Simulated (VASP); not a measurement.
# TiSi2 (Cmcm) in VASP: a series of runs

TiSi2 is run at these levels: PBE; tasks: single point.

All numbers are computed with VASP 6.6.1; they aren't measurements. Logs are shortened: lines on timing, memory, paths and dates and some standing lists are left out, and cuts for length are marked.

## Step 1: The cell of the first run

It takes space group Cmcm (No. 63, orthorhombic). Conventional cell: a = 3.547 Å, b = 13.561 Å, c = 3.579 Å, α = 90.00°, β = 90.00°, γ = 90.00°. Within 3.4 Å of Ti (site symmetry m2m) lie 10 Si at 2.59 to 2.83 Å and 2 Ti at 3.32 Å. Si (site symmetry m2m) has 6 Si at 2.40 to 3.15 Å and 6 Ti at 2.59 to 2.83 Å within 3.2 Å. Within 3.3 Å of Si (site symmetry m2m) lie 8 Si at 2.52 to 3.15 Å and 4 Ti at 2.67 to 2.68 Å.

## Step 2: Single point, PBE

Input file INCAR:

```
PREC = Accurate
ENCUT = 520
EDIFF = 1E-6
ISMEAR = 0
SIGMA = 0.1
LREAL = False
LASPH = True
NELM = 80
ALGO = Normal
ISIF = 2
LWAVE = False
LCHARG = False
GGA = PE
NBANDS = 29
```

Input file KPOINTS:

```
regular mesh
0
Gamma
  10 10 10
```

Input file POSCAR:

```
TiSi2
1.0
    1.7736477652     -6.7807291866      0.0000000000
    1.7736477652      6.7807291866      0.0000000000
    0.0000000000      0.0000000000      3.5790023882
Ti Si
2 4
Direct
    0.8968075258      0.1031924742      0.7500000000
    0.1031924742      0.8968075258      0.2500000000
    0.5591373591      0.4408626409      0.7500000000
    0.4408626409      0.5591373591      0.2500000000
    0.2498287182      0.7501712818      0.7500000000
    0.7501712818      0.2498287182      0.2500000000
```

Potentials or basis: VASP PAW PBE potentials, release 64 (Ti_sv, Si).

Started as:

```console
cat potpaw_PBE.64/Ti_sv/POTCAR potpaw_PBE.64/Si/POTCAR > POTCAR
mpirun -np 1 vasp_std > vasp.out
```

OUTCAR:

```text
PREC = Accurate
   ENCUT = 520
   EDIFF = 1E-6
   ISMEAR = 0
   LREAL = False
   LASPH = True
   NELM = 80
   ISIF = 2
   GGA = PE

 ion  position               nearest neighbor table
   1  0.897  0.103  0.750-   4 2.59   4 2.59   4 2.59   4 2.59   5 2.67   5 2.67   6 2.68   6 2.68
                             3 2.83   3 2.83
   2  0.103  0.897  0.250-   3 2.59   3 2.59   3 2.59   3 2.59   6 2.67   6 2.67   5 2.68   5 2.68
                             4 2.83   4 2.83
   3  0.559  0.441  0.750-   4 2.40   4 2.40   2 2.59   2 2.59   2 2.59   2 2.59   1 2.83   1 2.83
                             5 3.14   5 3.14   6 3.15   6 3.15
   4  0.441  0.559  0.250-   3 2.40   3 2.40   1 2.59   1 2.59   1 2.59   1 2.59   2 2.83   2 2.83
                             6 3.14   6 3.14   5 3.15   5 3.15
   5  0.250  0.750  0.750-   6 2.52   6 2.52   6 2.52   6 2.52   1 2.67   1 2.67   2 2.68   2 2.68
                             3 3.14   3 3.14   4 3.15   4 3.15
   6  0.750  0.250  0.250-   5 2.52   5 2.52   5 2.52   5 2.52   2 2.67   2 2.67   1 2.68   1 2.68
                             4 3.14   4 3.14   3 3.15   3 3.15

  LATTYP: Found a base centered orthorhombic cell.
 ALAT       =     3.5472955304
 B/A-ratio  =     3.8230415980
 C/A-ratio  =     1.0089383187

  Lattice vectors:

 A1 = (   1.7736477652,  -6.7807291866,   0.0000000000)
 A2 = (   1.7736477652,   6.7807291866,   0.0000000000)
 A3 = (   0.0000000000,   0.0000000000,   3.5790023882)

Analysis of symmetry for initial positions (statically):
=====================================================================
 Subroutine PRICEL returns:
 Original cell was already a primitive cell.

 Routine SETGRP: Setting up the symmetry group for a
 base centered orthorhombic supercell.

 Subroutine GETGRP returns: Found  8 space group operations
 (whereof  4 operations were pure point group operations)
 out of a pool of  8 trial point group operations.

The static configuration has the point symmetry C_2h.
 The point group associated with its full space group is D_2h.

Analysis of symmetry for dynamics (positions and initial velocities):
=====================================================================
 Subroutine PRICEL returns:
 Original cell was already a primitive cell.

 Routine SETGRP: Setting up the symmetry group for a
 base centered orthorhombic supercell.

 Subroutine GETGRP returns: Found  8 space group operations
 (whereof  4 operations were pure point group operations)
 out of a pool of  8 trial point group operations.

The dynamic configuration has the point symmetry C_2h.
 The point group associated with its full space group is D_2h.

[... 106 lines left out ...]
   EDIFF  = 0.1E-05   stopping-criterion for ELM
   LREAL  =      F    real-space projection
   EDIFFG = 0.1E-04   stopping-criterion for IOM
   NSW    =      0    number of steps for IOM
   IBRION =     -1    ionic relax: 0-MD 1-quasi-New 2-CG
   NFREE  =      0    steps in history (QN), initial steepest desc. (CG)
   ISIF   =      2    stress and relaxation
   ISYM   =      2    0-nonsym 1-usesym 2-fastsym
   POTIM  = 0.5000    time-step for ionic-motion
   TEBEG  =    0.0;   TEEND  =   0.0 temperature during run
   PSTRESS=    0.0 pullay stress
   NELECT =      40.0000    total number of electrons
   NUPDOWN=      -1.0000    fix difference up-down
   EMIN   =  10.00;   EMAX   =-10.00  energy-range for DOS
   EFERMI =   0.00;   METHOD = LEGACY
   ISMEAR =     0;   SIGMA  =   0.10  broadening in eV -4-tet -1-fermi 0-gaus
   EFERMI_NEDOS =   21; number of points for ismear=-14 and -15
   IALGO  =     38    algorithm
   IMIX   =      4    mixing-type and parameters
     AMIX     =   0.40;   BMIX     =  1.00
     AMIX_MAG =   1.60;   BMIX_MAG =  1.00
  volume/ion in A,a.u.               =      14.35        96.82
  Fermi-wavevector in a.u.,A,eV,Ry     =   1.267991  2.396156 21.875470  1.607802
  Thomas-Fermi vector in A             =   2.401110
   LORBIT       =      0    0 simple, 1 ext, 2 COOP (PROOUT), +10 PAW based schemes
   GGA     = PE    functional components
   LHFCALC =     F    Hartree Fock is set to
   AEXX    =    0.0000 exact exchange contribution
   IVDW    =     0    specifies the selected vdW correction
   LEPSILON=     F    determine dielectric tensor
   LRPA    =     F    only Hartree local field effects (RPA)
 non-spin polarized calculation
 Gauss-broadening in eV      SIGMA  =   0.10
  energy-cutoff  :      520.00
  volume of cell :       86.09
 maximum number of plane-waves:      2340
 NGX is ok and might be reduce to    54
   NGX = 27   NGY = 27   NGZ = 13

 number of electron      40.0000005 magnetization

 Free energy of the ion-electron system (eV)
  ---------------------------------------------------
  ext. energy  EPLUGINS =         0.00000000
  ---------------------------------------------------
  free energy    TOTEN  =       -40.75289049 eV

  energy without entropy =      -40.74549387  energy(sigma->0) =      -40.74919218

 E-fermi :  10.3881     XC(G=0): -11.5894

 val. band max:       10.3717763098   @ k =  -0.2000   0.1000   0.2000
 cond. band min:      10.3883165090   @ k =   0.5000   0.2000   0.0000
 fundamental gap:      0.0165401992
 Fermi energy:        10.3881024609

 k-point     1 :       0.0000    0.0000    0.0000
  band No.  band energies     occupation
      1     -46.4510      2.00000
      2     -46.4422      2.00000
      3     -22.7945      2.00000
      4     -22.7604      2.00000
      5     -22.7537      2.00000
      6     -22.7482      2.00000
[... 757 lines left out ...]
     28      13.6516      0.00000
     29      13.7101      0.00000

 [... further k-points ...]
[... 5 lines left out ...]
  --------------------------------------------------------------------------------------
  -------------------------------------------------------------------------------------
  Total        0.0180925     -0.0023204      0.0012655      0.0000000      0.0000000      0.0000000
  in kB        0.3367227     -0.0431854      0.0235522      0.0000000      0.0000000      0.0000000
  external PRESSURE =       0.1056965 kB  Pullay stress =       0.0000000 kB

 VOLUME and BASIS-vectors are now :
 -----------------------------------------------------------------------------
  energy-cutoff  :      520.00
  volume of cell :       86.09
      direct lattice vectors                 reciprocal lattice vectors
     1.773647765 -6.780729187  0.000000000     0.281904902 -0.073738382  0.000000000
     1.773647765  6.780729187  0.000000000     0.281904902  0.073738382  0.000000000
     0.000000000  0.000000000  3.579002388     0.000000000  0.000000000  0.279407469

 POSITION                                       TOTAL-FORCE (eV/Angst)
 -----------------------------------------------------------------------------------
      1.77365     -5.38129      2.68425         0.000000     -0.000345      0.000000
      1.77365      5.38129      0.89475         0.000000      0.000345     -0.000000
      1.77365     -0.80199      2.68425         0.000000      0.009809     -0.000000
      1.77365      0.80199      0.89475         0.000000     -0.009809     -0.000000
      1.77365      3.39269      2.68425         0.000000     -0.000388     -0.000000
      1.77365     -3.39269      0.89475         0.000000      0.000388     -0.000000
 -----------------------------------------------------------------------------------
    total drift:                               -0.000000     -0.000000      0.000000

  FREE ENERGIE OF THE ION-ELECTRON SYSTEM (eV)
  ---------------------------------------------------
  free  energy   TOTEN  =       -40.7528904886 eV

  energy  without entropy=      -40.7454938710  energy(sigma->0) =      -40.74919218
```

OSZICAR:

```text
N       E                     dE             d eps       ncg     rms          rms(c)
DAV:   1     0.390051034801E+03    0.39005E+03   -0.18806E+04 10796   0.146E+03
DAV:   2     0.150919475338E+01   -0.38854E+03   -0.37743E+03 10893   0.428E+02
DAV:   3    -0.409407883168E+02   -0.42450E+02   -0.41650E+02 17548   0.119E+02
DAV:   4    -0.445267285158E+02   -0.35859E+01   -0.35589E+01 15574   0.305E+01
DAV:   5    -0.447253252183E+02   -0.19860E+00   -0.19853E+00 16106   0.609E+00    0.186E+01
DAV:   6    -0.416564424847E+02    0.30689E+01   -0.40043E+01 15104   0.422E+01    0.792E+00
DAV:   7    -0.408614804849E+02    0.79496E+00   -0.99162E+00 14649   0.226E+01    0.559E+00
DAV:   8    -0.407570038105E+02    0.10448E+00   -0.92509E-01 14425   0.700E+00    0.958E-01
DAV:   9    -0.407523502074E+02    0.46536E-02   -0.75515E-02 15414   0.196E+00    0.644E-01
DAV:  10    -0.407530155820E+02   -0.66537E-03   -0.11146E-02 15168   0.768E-01    0.225E-01
DAV:  11    -0.407529254730E+02    0.90109E-04   -0.28777E-03 15203   0.398E-01    0.535E-02
DAV:  12    -0.407528889871E+02    0.36486E-04   -0.25314E-04 14210   0.122E-01    0.122E-02
DAV:  13    -0.407528907408E+02   -0.17537E-05   -0.16861E-05 14881   0.254E-02    0.575E-03
DAV:  14    -0.407528904886E+02    0.25223E-06   -0.79874E-06 12855   0.201E-02
   1 F= -.40752890E+02 E0= -.40749192E+02  d E =-.739662E-02
```

stdout:

```text
POSCAR found type information on POSCAR TiSi
 POSCAR found :  2 types and       6 ions
 scaLAPACK will be used
 LDA part: xc-table for (Slater+PW92), standard interpolation
 POSCAR, INCAR and KPOINTS ok, starting setup
 FFT: planning ... GRIDC
 FFT: planning ... GRID_SOFT
 FFT: planning ... GRID
 WAVECAR not read
 entering main loop
```

Wall time 5.7 min (1 thread of Intel Xeon 6975P-C (Granite Rapids), shared host); peak memory 0.54 GiB.

Results:

* Free energy: -40.7529 eV
* Pressure: 0.0 GPa
* Largest force: 0.010 eV/Å
* Band gap on the k mesh: zero (bands 20 and 21 overlap by 0.99 eV)

Forces in eV/Å, atoms in the order of the input:
```
Ti   0.000  0.000  0.000
Ti   0.000  0.000  0.000
Si   0.000  0.010  0.000
Si   0.000 -0.010  0.000
Si   0.000  0.000  0.000
Si   0.000  0.000  0.000
```

## Step 3: Single point, PBE

Input file INCAR:

```
SYSTEM = TiSi2
PREC = Accurate ; ENCUT = 520
EDIFF = 1E-6 ; ISMEAR = 0
SIGMA = 0.15 ; LREAL = .FALSE.
LASPH = .TRUE. ; NELM = 80
ALGO = Normal ; ISIF = 2
LWAVE = .FALSE. ; LCHARG = .FALSE.
GGA = PE ; NBANDS = 29
```

Input file KPOINTS:

```
regular mesh
0
G
  12 12 12
  0 0 0
```

POSCAR is that of step 2.

Potentials or basis: VASP PAW PBE potentials, release 64 (Ti_sv, Si).

Started as:

```console
cat potpaw_PBE.64/Ti_sv/POTCAR potpaw_PBE.64/Si/POTCAR > POTCAR
mpirun -np 1 vasp_std > vasp.out
```

Run time: 12 min. Hardware: 1 thread of Intel Xeon 6975P-C (Granite Rapids), shared host; peak memory 0.72 GiB.

It converged, with:

| Item | Value |
| --- | --- |
| Free energy | -40.7565 eV |
| Pressure | 0.0 GPa |
| Largest force | 0.007 eV/Å |
| Band gap on the k mesh | zero (bands 20 and 21 overlap by 0.99 eV) |

Forces in eV/Å, atoms in the order of the input:
```
Ti   0.000 -0.004  0.000
Ti   0.000  0.004  0.000
Si   0.000  0.001  0.000
Si   0.000 -0.001  0.000
Si   0.000  0.007  0.000
Si   0.000 -0.007  0.000
```

Levels at points of the mesh, in eV from the Fermi level:
| k point | band 17 | band 18 | band 19 | band 20 | band 21 | band 22 | band 23 | band 24 |
| --- | --- | --- | --- | --- | --- | --- | --- | --- |
| (0.00, 0.00, 0.00) | -2.12 | -2.05 | -2.03 | 0.47 | 0.71 | 0.81 | 0.89 | 1.32 |
| (0.50, 0.00, 0.00) | -1.65 | -1.43 | -0.64 | -0.55 | -0.52 | 1.17 | 1.44 | 1.63 |
| (0.50, 0.50, 0.00) | -2.47 | -1.90 | -1.15 | 0.39 | 0.64 | 0.74 | 0.90 | 1.10 |
| (0.00, 0.00, 0.50) | -1.59 | -1.59 | -0.05 | -0.05 | 0.85 | 0.85 | 1.49 | 1.49 |
| (0.50, 0.00, 0.50) | -3.18 | -3.18 | -2.41 | -2.41 | 1.73 | 1.73 | 1.86 | 1.86 |
| (0.50, 0.50, 0.50) | -2.02 | -2.02 | -0.86 | -0.86 | 0.46 | 0.46 | 1.65 | 1.65 |
